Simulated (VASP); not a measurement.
# Nb2B (Fm-3m) in VASP: notebook

The runs below take Nb2B through single point, with PBE.

All numbers are computed with VASP 6.6.1; they aren't measurements. Logs are shortened: lines on timing, memory, paths and dates and some standing lists are left out, and cuts for length are marked.

## Step 1: The cell of the first run

The structure is cubic, space group Fm-3m (No. 225). Conventional cell: a = 5.448 Å, b = 5.448 Å, c = 5.448 Å, α = 90.00°, β = 90.00°, γ = 90.00°. Nb (site symmetry -43m) has 4 B at 2.36 Å and 6 Nb at 2.72 Å within 3.1 Å. Within 3.1 Å of B (site symmetry m-3m) lie 8 Nb at 2.36 Å.

## Step 2: Single point, PBE

Contents of INCAR:

```
PREC = Accurate ; ENCUT = 520
EDIFF = 1E-6 ; ISMEAR = 0
SIGMA = 0.1 ; LREAL = F
LASPH = T ; NELM = 100
ALGO = Normal ; ISIF = 2
LWAVE = F ; LCHARG = F
GGA = PE ; NBANDS = 22
```

Contents of KPOINTS:

```
Automatic mesh
0
Gamma
  6 6 6
```

Contents of POSCAR:

```
Nb2B
1.0
    0.0000000000      2.7238534100      2.7238534100
    2.7238534100      0.0000000000      2.7238534100
    2.7238534100      2.7238534100      0.0000000000
Nb B
2 1
Direct
    0.2500000000      0.2500000000      0.2500000000
    0.7500000000      0.7500000000      0.7500000000
    0.0000000000      0.0000000000      0.0000000000
```

Potentials or basis: VASP PAW PBE potentials, release 64 (Nb_sv, B).

Run with:

```bash
cat potpaw_PBE.64/Nb_sv/POTCAR potpaw_PBE.64/B/POTCAR > POTCAR
mpirun -np 1 vasp_std > vasp.out
```

OUTCAR:

```text
PREC = Accurate
   ENCUT = 520
   EDIFF = 1E-6
   ISMEAR = 0
   LREAL = F
   LASPH = T
   NELM = 100
   ISIF = 2
   GGA = PE

 ion  position               nearest neighbor table
   1  0.250  0.250  0.250-   3 2.36   3 2.36   3 2.36   3 2.36   2 2.72   2 2.72   2 2.72   2 2.72
                             2 2.72   2 2.72
   2  0.750  0.750  0.750-   3 2.36   3 2.36   3 2.36   3 2.36   1 2.72   1 2.72   1 2.72   1 2.72
                             1 2.72   1 2.72
   3  0.000  0.000  0.000-   2 2.36   2 2.36   2 2.36   1 2.36   1 2.36   1 2.36   2 2.36   1 2.36

  LATTYP: Found a face centered cubic cell.
 ALAT       =     5.4477068200

  Lattice vectors:

 A1 = (   0.0000000000,   2.7238534100,   2.7238534100)
 A2 = (   2.7238534100,   0.0000000000,   2.7238534100)
 A3 = (   2.7238534100,   2.7238534100,   0.0000000000)

Analysis of symmetry for initial positions (statically):
=====================================================================
 Subroutine PRICEL returns:
 Original cell was already a primitive cell.

 Routine SETGRP: Setting up the symmetry group for a
 face centered cubic supercell.

 Subroutine GETGRP returns: Found 48 space group operations
 (whereof 48 operations were pure point group operations)
 out of a pool of 48 trial point group operations.

The static configuration has the point symmetry O_h .

Analysis of symmetry for dynamics (positions and initial velocities):
=====================================================================
 Subroutine PRICEL returns:
 Original cell was already a primitive cell.

 Routine SETGRP: Setting up the symmetry group for a
 face centered cubic supercell.

 Subroutine GETGRP returns: Found 48 space group operations
 (whereof 48 operations were pure point group operations)
 out of a pool of 48 trial point group operations.

The dynamic configuration has the point symmetry O_h .

 Subroutine INISYM returns: Found 48 space group operations
 (whereof 48 operations are pure point group operations),
 and found     1 'primitive' translations

----------------------------------------------------------------------------------------

                                     Primitive cell

  volume of cell :      40.4186

[... 75 lines left out ...]
   ISPIN  =      1    spin polarized calculation?
   LNONCOLLINEAR =      F non collinear calculations
   LSORBIT =      F    spin-orbit coupling
   LASPH  =      T    aspherical Exc in radial PAW
   ENCUT  =  520.0 eV  38.22 Ry    6.18 a.u.   7.16  7.16  7.16*2*pi/ulx,y,z
   NELM   =    100;   NELMIN=  2; NELMDL= -5     # of ELM steps
   EDIFF  = 0.1E-05   stopping-criterion for ELM
   LREAL  =      F    real-space projection
   EDIFFG = 0.1E-04   stopping-criterion for IOM
   NSW    =      0    number of steps for IOM
   IBRION =     -1    ionic relax: 0-MD 1-quasi-New 2-CG
   NFREE  =      0    steps in history (QN), initial steepest desc. (CG)
   ISIF   =      2    stress and relaxation
   ISYM   =      2    0-nonsym 1-usesym 2-fastsym
   POTIM  = 0.5000    time-step for ionic-motion
   TEBEG  =    0.0;   TEEND  =   0.0 temperature during run
   PSTRESS=    0.0 pullay stress
   NELECT =      29.0000    total number of electrons
   NUPDOWN=      -1.0000    fix difference up-down
   EMIN   =  10.00;   EMAX   =-10.00  energy-range for DOS
   EFERMI =   0.00;   METHOD = LEGACY
   ISMEAR =     0;   SIGMA  =   0.10  broadening in eV -4-tet -1-fermi 0-gaus
   EFERMI_NEDOS =   21; number of points for ismear=-14 and -15
   IALGO  =     38    algorithm
   IMIX   =      4    mixing-type and parameters
     AMIX     =   0.40;   BMIX     =  1.00
     AMIX_MAG =   1.60;   BMIX_MAG =  1.00
  volume/ion in A,a.u.               =      13.47        90.92
  Fermi-wavevector in a.u.,A,eV,Ry     =   1.465594  2.769572 29.224860  2.147967
  Thomas-Fermi vector in A             =   2.581433
   LORBIT       =      0    0 simple, 1 ext, 2 COOP (PROOUT), +10 PAW based schemes
   GGA     = PE    functional components
   LHFCALC =     F    Hartree Fock is set to
   AEXX    =    0.0000 exact exchange contribution
   IVDW    =     0    specifies the selected vdW correction
   LEPSILON=     F    determine dielectric tensor
   LRPA    =     F    only Hartree local field effects (RPA)
 non-spin polarized calculation
 Gauss-broadening in eV      SIGMA  =   0.10
  energy-cutoff  :      520.00
  volume of cell :       40.42
 maximum number of plane-waves:      1113
 NGX is ok and might be reduce to    30
   NGX = 15   NGY = 15   NGZ = 15

 number of electron      29.0000001 magnetization

 Free energy of the ion-electron system (eV)
  ---------------------------------------------------
  ext. energy  EPLUGINS =         0.00000000
  ---------------------------------------------------
  free energy    TOTEN  =       -27.14659995 eV

  energy without entropy =      -27.12973632  energy(sigma->0) =      -27.13816813

 E-fermi :  11.6500     XC(G=0): -12.6569

 val. band max:       11.6462643075   @ k =   0.5000   0.3333   0.1667
 cond. band min:      11.7488993621   @ k =   0.5000   0.1667   0.0000
 fundamental gap:      0.1026350546
 Fermi energy:        11.6500269390

 k-point     1 :       0.0000    0.0000    0.0000
  band No.  band energies     occupation
      1     -43.2106      2.00000
      2     -42.6626      2.00000
      3     -19.5887      2.00000
      4     -19.5887      2.00000
      5     -19.5887      2.00000
      6     -18.5528      2.00000
[... 389 lines left out ...]
     21      18.1682      0.00000
     22      18.2561      0.00000

------------------------ aborting loop because EDIFF is reached ----------------------------------------

  FORCE on cell =-STRESS in cart. coord.  units (eV):
  Direction    XX          YY          ZZ          XY          YZ          ZX
  --------------------------------------------------------------------------------------
  -------------------------------------------------------------------------------------
  Total        5.7660193      5.7660193      5.7660193     -0.0000000      0.0000000      0.0000000
  in kB      228.5627661    228.5627661    228.5627661     -0.0000000      0.0000000      0.0000000
  external PRESSURE =     228.5627661 kB  Pullay stress =       0.0000000 kB

 VOLUME and BASIS-vectors are now :
 -----------------------------------------------------------------------------
  energy-cutoff  :      520.00
  volume of cell :       40.42
      direct lattice vectors                 reciprocal lattice vectors
     0.000000000  2.723853410  2.723853410    -0.183563476  0.183563476  0.183563476
     2.723853410  0.000000000  2.723853410     0.183563476 -0.183563476  0.183563476
     2.723853410  2.723853410  0.000000000     0.183563476  0.183563476 -0.183563476

 POSITION                                       TOTAL-FORCE (eV/Angst)
 -----------------------------------------------------------------------------------
      1.36193      1.36193      1.36193         0.000000      0.000000      0.000000
      4.08578      4.08578      4.08578        -0.000000     -0.000000     -0.000000
      0.00000      0.00000      0.00000        -0.000000      0.000000     -0.000000
 -----------------------------------------------------------------------------------
    total drift:                               -0.000000      0.000000      0.000000

  FREE ENERGIE OF THE ION-ELECTRON SYSTEM (eV)
  ---------------------------------------------------
  free  energy   TOTEN  =       -27.1465999474 eV

  energy  without entropy=      -27.1297363206  energy(sigma->0) =      -27.13816813
```

OSZICAR:

```text
N       E                     dE             d eps       ncg     rms          rms(c)
DAV:   1     0.327961508514E+03    0.32796E+03   -0.16118E+04   704   0.137E+03
DAV:   2    -0.450640360419E+01   -0.33247E+03   -0.31904E+03   796   0.541E+02
DAV:   3    -0.294621654918E+02   -0.24956E+02   -0.24083E+02  1376   0.111E+02
DAV:   4    -0.304453757383E+02   -0.98321E+00   -0.97734E+00  1000   0.190E+01
DAV:   5    -0.304848556225E+02   -0.39480E-01   -0.39464E-01  1232   0.352E+00    0.142E+01
DAV:   6    -0.270056257284E+02    0.34792E+01   -0.11437E+01   932   0.219E+01    0.442E+00
DAV:   7    -0.271232843804E+02   -0.11766E+00   -0.12739E+00  1158   0.605E+00    0.248E+00
DAV:   8    -0.271417830956E+02   -0.18499E-01   -0.92373E-02  1006   0.213E+00    0.106E+00
DAV:   9    -0.271466321238E+02   -0.48490E-02   -0.22776E-02  1112   0.155E+00    0.332E-01
DAV:  10    -0.271465414988E+02    0.90625E-04   -0.27072E-03  1028   0.473E-01    0.661E-02
DAV:  11    -0.271466032919E+02   -0.61793E-04   -0.21642E-04  1068   0.158E-01    0.878E-03
DAV:  12    -0.271465999878E+02    0.33041E-05   -0.12816E-05  1190   0.362E-02    0.202E-03
DAV:  13    -0.271465999474E+02    0.40432E-07   -0.35034E-07   540   0.563E-03
   1 F= -.27146600E+02 E0= -.27138168E+02  d E =-.168636E-01
```

stdout:

```text
POSCAR found type information on POSCAR NbB
 POSCAR found :  2 types and       3 ions
 scaLAPACK will be used
 LDA part: xc-table for (Slater+PW92), standard interpolation
 POSCAR, INCAR and KPOINTS ok, starting setup
 FFT: planning ... GRIDC
 FFT: planning ... GRID_SOFT
 FFT: planning ... GRID
 WAVECAR not read
 entering main loop
```

Run time: 9.3 s. Hardware: 1 thread of Intel Xeon 6975P-C (Granite Rapids), shared host; peak memory 0.17 GiB.

What came out:

```yaml
Free_energy: -27.1466 eV
Pressure: 22.9 GPa
```

## Step 3: Single point, PBE

This run uses another cell than the first one, of 14.90 Å³/atom, 1.106 times its volume.

Contents of INCAR:

```
ALGO = Normal
EDIFF = 1E-6
ENCUT = 520
GGA = PE
ISIF = 2
ISMEAR = 0
LASPH = T
LCHARG = T
LELF = T
LREAL = F
LVHAR = T
LWAVE = F
NBANDS = 22
NELM = 100
PREC = Accurate
SIGMA = 0.1
```

Contents of KPOINTS:

```
k-points
0
Gamma
  6 6 6
```

Contents of POSCAR:

```
Nb2B
1.0
    0.0000000000      2.8170727857      2.8170727857
    2.8170727857      0.0000000000      2.8170727857
    2.8170727857      2.8170727857      0.0000000000
Nb B
2 1
Direct
    0.2500000000      0.2500000000      0.2500000000
    0.7500000000      0.7500000000      0.7500000000
    0.0000000000      0.0000000000      0.0000000000
```

Potentials or basis: VASP PAW PBE potentials, release 64 (Nb_sv, B).

Run with:

```bash
cat potpaw_PBE.64/Nb_sv/POTCAR potpaw_PBE.64/B/POTCAR > POTCAR
mpirun -np 1 vasp_std > vasp.out
```

OUTCAR:

```text
EDIFF = 1E-6
   ENCUT = 520
   GGA = PE
   ISIF = 2
   ISMEAR = 0
   LASPH = T
   LREAL = F
   NELM = 100
   PREC = Accurate

 ion  position               nearest neighbor table
   1  0.250  0.250  0.250-   3 2.44   3 2.44   3 2.44   3 2.44   2 2.82   2 2.82   2 2.82   2 2.82
                             2 2.82   2 2.82
   2  0.750  0.750  0.750-   3 2.44   3 2.44   3 2.44   3 2.44   1 2.82   1 2.82   1 2.82   1 2.82
                             1 2.82   1 2.82
   3  0.000  0.000  0.000-   2 2.44   2 2.44   2 2.44   1 2.44   1 2.44   1 2.44   2 2.44   1 2.44

  LATTYP: Found a face centered cubic cell.
 ALAT       =     5.6341455714

  Lattice vectors:

 A1 = (   0.0000000000,   2.8170727857,   2.8170727857)
 A2 = (   2.8170727857,   0.0000000000,   2.8170727857)
 A3 = (   2.8170727857,   2.8170727857,   0.0000000000)

Analysis of symmetry for initial positions (statically):
=====================================================================
 Subroutine PRICEL returns:
 Original cell was already a primitive cell.

 Routine SETGRP: Setting up the symmetry group for a
 face centered cubic supercell.

 Subroutine GETGRP returns: Found 48 space group operations
[... 156 lines left out ...]

  energy without entropy =      -27.41340544  energy(sigma->0) =      -27.42165947

 E-fermi :  10.2736     XC(G=0): -12.1497

 val. band max:       10.2403528244   @ k =   0.5000   0.3333   0.1667
 cond. band min:      10.2901896797   @ k =  -0.3333   0.1667   0.0000
 fundamental gap:      0.0498368553
 Fermi energy:        10.2735672044

 k-point     1 :       0.0000    0.0000    0.0000
  band No.  band energies     occupation
      1     -44.6572      2.00000
      2     -44.2841      2.00000
      3     -20.9476      2.00000
      4     -20.9476      2.00000
      5     -20.9476      2.00000
      6     -20.1664      2.00000
[... 389 lines left out ...]
     21      16.1313      0.00000
     22      16.1719      0.00000

------------------------ aborting loop because EDIFF is reached ----------------------------------------

  FORCE on cell =-STRESS in cart. coord.  units (eV):
  Direction    XX          YY          ZZ          XY          YZ          ZX
  --------------------------------------------------------------------------------------
  -------------------------------------------------------------------------------------
  Total       -0.0508719     -0.0508719     -0.0508719      0.0000000      0.0000000     -0.0000000
  in kB       -1.8229046     -1.8229046     -1.8229046      0.0000000      0.0000000     -0.0000000
  external PRESSURE =      -1.8229046 kB  Pullay stress =       0.0000000 kB

 VOLUME and BASIS-vectors are now :
 -----------------------------------------------------------------------------
  energy-cutoff  :      520.00
  volume of cell :       44.71
      direct lattice vectors                 reciprocal lattice vectors
     0.000000000  2.817072786  2.817072786    -0.177489202  0.177489202  0.177489202
     2.817072786  0.000000000  2.817072786     0.177489202 -0.177489202  0.177489202
     2.817072786  2.817072786  0.000000000     0.177489202  0.177489202 -0.177489202

 POSITION                                       TOTAL-FORCE (eV/Angst)
 -----------------------------------------------------------------------------------
      1.40854      1.40854      1.40854        -0.000000     -0.000000     -0.000000
      4.22561      4.22561      4.22561         0.000000      0.000000      0.000000
      0.00000      0.00000      0.00000         0.000000     -0.000000     -0.000000
 -----------------------------------------------------------------------------------
    total drift:                               -0.000000      0.000000      0.000000

  FREE ENERGIE OF THE ION-ELECTRON SYSTEM (eV)
  ---------------------------------------------------
  free  energy   TOTEN  =       -27.4299135060 eV

  energy  without entropy=      -27.4134054417  energy(sigma->0) =      -27.42165947
```

Run time: 10 s. Hardware: 1 thread of Intel Xeon 6975P-C (Granite Rapids), shared host; peak memory 0.16 GiB.

What came out:

```
Free energy : -27.4299 eV
Pressure    : -0.2 GPa
```
